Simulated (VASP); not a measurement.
# ZnS (wurtzite type) (P6_3mc) in VASP: single point with PBE

Aim: the single point of ZnS (wurtzite type) with PBE.

Program: VASP 6.6.1. These are calculated values, not measurements. Logs are shortened: lines on timing, memory, paths and dates and some standing lists are left out, and cuts for length are marked.

### 1 The cell of the first run

It takes space group P6_3mc (No. 186, hexagonal). Conventional cell: a = 3.258 Å, b = 3.258 Å, c = 5.826 Å, α = 90.00°, β = 90.00°, γ = 120.00°. Within 2.7 Å of Zn (site symmetry 3m) lie 4 S at 2.04 to 2.07 Å. Within 2.7 Å of S (site symmetry 3m) lie 4 Zn at 2.04 to 2.07 Å.

### 2 Single point, PBE

Contents of INCAR:

```
PREC = Accurate ; ENCUT = 520
EDIFF = 1E-7 ; ISMEAR = -1
SIGMA = 0.08 ; LREAL = F
LASPH = T ; NELM = 80
ALGO = Normal ; ISIF = 2
LWAVE = F ; LCHARG = F
GGA = PE ; NBANDS = 26
```

Contents of KPOINTS:

```
regular mesh
0
Gamma
  11 11 6
```

Contents of POSCAR:

```
ZnS
1.0
    3.2581998148      0.0000000000      0.0000000000
   -1.6290999074      2.8216838102      0.0000000000
    0.0000000000      0.0000000000      5.8255196808
Zn S
2 2
Direct
    0.3333333333      0.6666666667      0.0131283615
    0.6666666667      0.3333333333      0.5131283615
    0.3333333333      0.6666666667      0.3628716385
    0.6666666667      0.3333333333      0.8628716385
```

Potentials or basis: VASP PAW PBE potentials, release 64 (Zn, S).

Started as:

```console
$ cat potpaw_PBE.64/Zn/POTCAR potpaw_PBE.64/S/POTCAR > POTCAR
$ mpirun -np 1 vasp_std > vasp.out
```

OUTCAR:

```text
PREC = Accurate
   ENCUT = 520
   EDIFF = 1E-7
   ISMEAR = -1
   LREAL = F
   LASPH = T
   NELM = 80
   ISIF = 2
   GGA = PE

 ion  position               nearest neighbor table
   1  0.333  0.667  0.013-   3 2.04   4 2.07   4 2.07   4 2.07
   2  0.667  0.333  0.513-   4 2.04   3 2.07   3 2.07   3 2.07
   3  0.333  0.667  0.363-   1 2.04   2 2.07   2 2.07   2 2.07
   4  0.667  0.333  0.863-   2 2.04   1 2.07   1 2.07   1 2.07

  LATTYP: Found a hexagonal cell.
 ALAT       =     3.2581998148
 C/A-ratio  =     1.7879565441

  Lattice vectors:

 A1 = (   3.2581998148,   0.0000000000,   0.0000000000)
 A2 = (  -1.6290999074,   2.8216838102,   0.0000000000)
 A3 = (   0.0000000000,   0.0000000000,   5.8255196808)

Analysis of symmetry for initial positions (statically):
=====================================================================
 Subroutine PRICEL returns:
 Original cell was already a primitive cell.

 Routine SETGRP: Setting up the symmetry group for a
 hexagonal supercell.

 Subroutine GETGRP returns: Found 12 space group operations
 (whereof  6 operations were pure point group operations)
 out of a pool of 24 trial point group operations.

The static configuration has the point symmetry C_3v.
 The point group associated with its full space group is C_6v.

Analysis of symmetry for dynamics (positions and initial velocities):
=====================================================================
 Subroutine PRICEL returns:
 Original cell was already a primitive cell.

 Routine SETGRP: Setting up the symmetry group for a
 hexagonal supercell.

 Subroutine GETGRP returns: Found 12 space group operations
 (whereof  6 operations were pure point group operations)
 out of a pool of 24 trial point group operations.

The dynamic configuration has the point symmetry C_3v.
 The point group associated with its full space group is C_6v.

 Subroutine INISYM returns: Found 12 space group operations
 (whereof  6 operations are pure point group operations),
 and found     1 'primitive' translations

----------------------------------------------------------------------------------------

                                     Primitive cell

  volume of cell :      53.5576

  direct lattice vectors                    reciprocal lattice vectors
     3.258199815  0.000000000  0.000000000     0.306917948  0.177199160  0.000000000
    -1.629099907  2.821683810  0.000000000     0.000000000  0.354398319  0.000000000
     0.000000000  0.000000000  5.825519681     0.000000000  0.000000000  0.171658505

  length of vectors
     3.258199815  3.258199815  5.825519681     0.354398319  0.354398319  0.171658505

  position of ions in fractional coordinates (direct lattice)
     0.333333333  0.666666667  0.013128362
     0.666666667  0.333333333  0.513128362
     0.333333333  0.666666667  0.362871639
     0.666666667  0.333333333  0.862871639

  ion indices of the primitive-cell ions
   primitive index   ion index
                 1           1
                 2           2
                 3           3
                 4           4

----------------------------------------------------------------------------------------

 KPOINTS: regular mesh

Automatic generation of k-mesh.
 Grid dimensions read from file:
 generate k-points for:   11   11    6

 Generating k-lattice:

  Cartesian coordinates                     Fractional coordinates (reciprocal lattice)
     0.027901632  0.016109015  0.000000000     0.090909091  0.000000000  0.000000000
     0.000000000  0.032218029  0.000000000     0.000000000  0.090909091  0.000000000
     0.000000000  0.000000000  0.028609751     0.000000000  0.000000000  0.166666667

  Length of vectors
     0.032218029  0.032218029  0.028609751

  Shift w.r.t. Gamma in fractional coordinates (k-lattice)
     0.000000000  0.000000000  0.000000000

 Subroutine IBZKPT returns following result:
 ===========================================

 Found     64 irreducible k-points:

 Following reciprocal coordinates:
            Coordinates               Weight
  0.000000  0.000000  0.000000      1.000000
  0.090909  0.000000  0.000000      6.000000
  0.181818  0.000000  0.000000      6.000000
  0.272727  0.000000  0.000000      6.000000
  0.363636  0.000000  0.000000      6.000000
  0.454545  0.000000  0.000000      6.000000
[... 16 lines left out ...]
  0.090909  0.090909  0.166667     12.000000
  0.181818  0.090909  0.166667     24.000000
 [... further k-points ...]
   k-points           NKPTS =     64   k-points in BZ     NKDIM =     64   number of bands    NBANDS=     26
   number of dos      NEDOS =    301   number of ions     NIONS =      4
   total plane-waves  NPLWV =  27648
   dimension x,y,z NGX =    24 NGY =   24 NGZ =   48
   dimension x,y,z NGXF=    48 NGYF=   48 NGZF=   96
   ions per type =               2   2
   NGX,Y,Z   is equivalent  to a cutoff of  12.25, 12.25, 13.70 a.u.
   NGXF,Y,Z  is equivalent  to a cutoff of  24.49, 24.49, 27.40 a.u.
 SYSTEM =  unknown system
   PREC   = accura    normal or accurate (medium, high low for compatibility)
   ISTART =      0    job   : 0-new  1-cont  2-samecut
   ICHARG =      2    charge: 1-file 2-atom 10-const
   ISPIN  =      1    spin polarized calculation?
   LNONCOLLINEAR =      F non collinear calculations
   LSORBIT =      F    spin-orbit coupling
   LASPH  =      T    aspherical Exc in radial PAW
   ENCUT  =  520.0 eV  38.22 Ry    6.18 a.u.   6.06  6.06 10.83*2*pi/ulx,y,z
   NELM   =     80;   NELMIN=  2; NELMDL= -5     # of ELM steps
   EDIFF  = 0.1E-06   stopping-criterion for ELM
   LREAL  =      F    real-space projection
   EDIFFG = 0.1E-05   stopping-criterion for IOM
   NSW    =      0    number of steps for IOM
   IBRION =     -1    ionic relax: 0-MD 1-quasi-New 2-CG
   NFREE  =      0    steps in history (QN), initial steepest desc. (CG)
   ISIF   =      2    stress and relaxation
   ISYM   =      2    0-nonsym 1-usesym 2-fastsym
   POTIM  = 0.5000    time-step for ionic-motion
   TEBEG  =    0.0;   TEEND  =   0.0 temperature during run
   PSTRESS=    0.0 pullay stress
   NELECT =      36.0000    total number of electrons
   NUPDOWN=      -1.0000    fix difference up-down
   EMIN   =  10.00;   EMAX   =-10.00  energy-range for DOS
   EFERMI =   0.00;   METHOD = LEGACY
   ISMEAR =    -1;   SIGMA  =   0.08  broadening in eV -4-tet -1-fermi 0-gaus
   EFERMI_NEDOS =   21; number of points for ismear=-14 and -15
   IALGO  =     38    algorithm
   IMIX   =      4    mixing-type and parameters
     AMIX     =   0.40;   BMIX     =  1.00
     AMIX_MAG =   1.60;   BMIX_MAG =  1.00
  volume/ion in A,a.u.               =      13.39        90.36
  Fermi-wavevector in a.u.,A,eV,Ry     =   1.434065  2.709989 27.980948  2.056542
  Thomas-Fermi vector in A             =   2.553514
   LORBIT       =      0    0 simple, 1 ext, 2 COOP (PROOUT), +10 PAW based schemes
   GGA     = PE    functional components
   LHFCALC =     F    Hartree Fock is set to
   AEXX    =    0.0000 exact exchange contribution
   IVDW    =     0    specifies the selected vdW correction
   LEPSILON=     F    determine dielectric tensor
   LRPA    =     F    only Hartree local field effects (RPA)
 non-spin polarized calculation
  energy-cutoff  :      520.00
  volume of cell :       53.56
 maximum number of plane-waves:      1470
   NGX = 13   NGY = 13   NGZ = 21

 number of electron      36.0000033 magnetization

 Free energy of the ion-electron system (eV)
  ---------------------------------------------------
  ext. energy  EPLUGINS =         0.00000000
  ---------------------------------------------------
  free energy    TOTEN  =        -9.57098221 eV

  energy without entropy =       -9.57098195  energy(sigma->0) =       -9.57098208

 E-fermi :   7.8545     XC(G=0): -11.6012

 val. band max:        6.9246050904   @ k =   0.0000   0.0000   0.0000
 cond. band min:       8.8019431993   @ k =   0.3636   0.2727   0.0000
 fundamental gap:      1.8773381089
 Fermi energy:         7.8545068826

 k-point     1 :       0.0000    0.0000    0.0000
  band No.  band energies     occupation
      1     -10.0056      2.00000
      2      -8.3996      2.00000
      3      -2.3204      2.00000
      4      -2.2955      2.00000
      5      -1.9484      2.00000
      6      -1.9484      2.00000
[... 18 lines left out ...]
     25      14.6701      0.00000
     26      16.9604      0.00000

 k-point     2 :       0.0909    0.0000    0.0000
  band No.  band energies     occupation
      1      -9.8982      2.00000
      2      -8.3263      2.00000
      3      -2.2672      2.00000
      4      -2.2246      2.00000
      5      -1.9758      2.00000
      6      -1.9344      2.00000
[... 18 lines left out ...]
     25      15.0768      0.00000
     26      15.8654      0.00000

 k-point     3 :       0.1818    0.0000    0.0000
  band No.  band energies     occupation
      1      -9.5886      2.00000
      2      -8.1247      2.00000
      3      -2.2067      2.00000
      4      -2.1270      2.00000
      5      -1.9052      2.00000
      6      -1.8867      2.00000
[... 18 lines left out ...]
     25      15.4858      0.00000
     26      16.0890      0.00000

 k-point     4 :       0.2727    0.0000    0.0000
  band No.  band energies     occupation
      1      -9.1191      2.00000
      2      -7.8536      2.00000
      3      -2.2722      2.00000
      4      -2.0965      2.00000
      5      -1.8860      2.00000
      6      -1.7674      2.00000
[... 18 lines left out ...]
     25      15.9231      0.00000
     26      17.4323      0.00000

 k-point     5 :       0.3636    0.0000    0.0000
  band No.  band energies     occupation
      1      -8.5815      2.00000
      2      -7.6166      2.00000
      3      -2.3626      2.00000
      4      -2.0833      2.00000
      5      -1.8857      2.00000
      6      -1.7648      2.00000
[... 18 lines left out ...]
     25      16.5467      0.00000
     26      19.1780      0.00000

 k-point     6 :       0.4545    0.0000    0.0000
  band No.  band energies     occupation
      1      -8.1587      2.00000
      2      -7.5216      2.00000
      3      -2.3630      2.00000
      4      -2.1511      2.00000
      5      -1.9089      2.00000
      6      -1.8920      2.00000
[... 427 lines left out ...]
 k-point    21 :       0.3636    0.0000    0.1667
  band No.  band energies     occupation
      1      -8.5221      2.00000
      2      -7.6858      2.00000
      3      -2.3892      2.00000
      4      -2.1524      2.00000
      5      -1.8605      2.00000
      6      -1.8059      2.00000
[... 18 lines left out ...]
     25      17.1267      0.00000
     26      18.4801      0.00000

 k-point    22 :       0.4545    0.0000    0.1667
  band No.  band energies     occupation
      1      -8.1142      2.00000
      2      -7.5604      2.00000
      3      -2.3953      2.00000
      4      -2.2347      2.00000
      5      -1.8847      2.00000
      6      -1.8638      2.00000
[... 18 lines left out ...]
     25      17.3733      0.00000
     26      18.8943      0.00000

 k-point    23 :       0.0909    0.0909    0.1667
  band No.  band energies     occupation
      1      -9.6095      2.00000
      2      -8.3188      2.00000
      3      -2.2544      2.00000
      4      -2.2112      2.00000
      5      -2.0003      2.00000
      6      -1.8904      2.00000
[... 18 lines left out ...]
     25      15.2157      0.00000
     26      15.9225      0.00000

 k-point    24 :       0.1818    0.0909    0.1667
  band No.  band energies     occupation
      1      -9.2239      2.00000
      2      -8.0623      2.00000
      3      -2.2488      2.00000
      4      -2.1351      2.00000
      5      -1.9734      2.00000
      6      -1.8385      2.00000
[... 18 lines left out ...]
     25      15.2303      0.00000
     26      15.9783      0.00000

 [... further k-points ...]
[... 5 lines left out ...]
  --------------------------------------------------------------------------------------
  -------------------------------------------------------------------------------------
  Total       22.8879616     22.8879616     22.9284118      0.0000000     -0.0000000     -0.0000000
  in kB      684.6946961    684.6946961    685.9047654      0.0000000     -0.0000000     -0.0000000
  external PRESSURE =     685.0980525 kB  Pullay stress =       0.0000000 kB

 VOLUME and BASIS-vectors are now :
 -----------------------------------------------------------------------------
  energy-cutoff  :      520.00
  volume of cell :       53.56
      direct lattice vectors                 reciprocal lattice vectors
     3.258199815  0.000000000  0.000000000     0.306917948  0.177199160  0.000000000
    -1.629099907  2.821683810  0.000000000     0.000000000  0.354398319  0.000000000
     0.000000000  0.000000000  5.825519681     0.000000000  0.000000000  0.171658505

 POSITION                                       TOTAL-FORCE (eV/Angst)
 -----------------------------------------------------------------------------------
     -0.00000      1.88112      0.07648         0.000000      0.000000     -0.001289
      1.62910      0.94056      2.98924         0.000000     -0.000000     -0.001289
     -0.00000      1.88112      2.11392         0.000000      0.000000      0.001289
      1.62910      0.94056      5.02668        -0.000000     -0.000000      0.001289
 -----------------------------------------------------------------------------------
    total drift:                               -0.000001     -0.000002      0.001648

  FREE ENERGIE OF THE ION-ELECTRON SYSTEM (eV)
  ---------------------------------------------------
  free  energy   TOTEN  =        -9.5709822079 eV

  energy  without entropy=       -9.5709819454  energy(sigma->0) =       -9.57098208
```

Wall time 63 s (1 thread of Intel Xeon 6975P-C, shared host); peak memory 0.22 GiB.

Results:

```yaml
Free_energy: -9.5710 eV
Pressure: 68.5 GPa
Band_gap_on_the_k_mesh: 1.88 eV, indirect (least direct gap 3.06 eV)
```

A k mesh can miss the band edges.
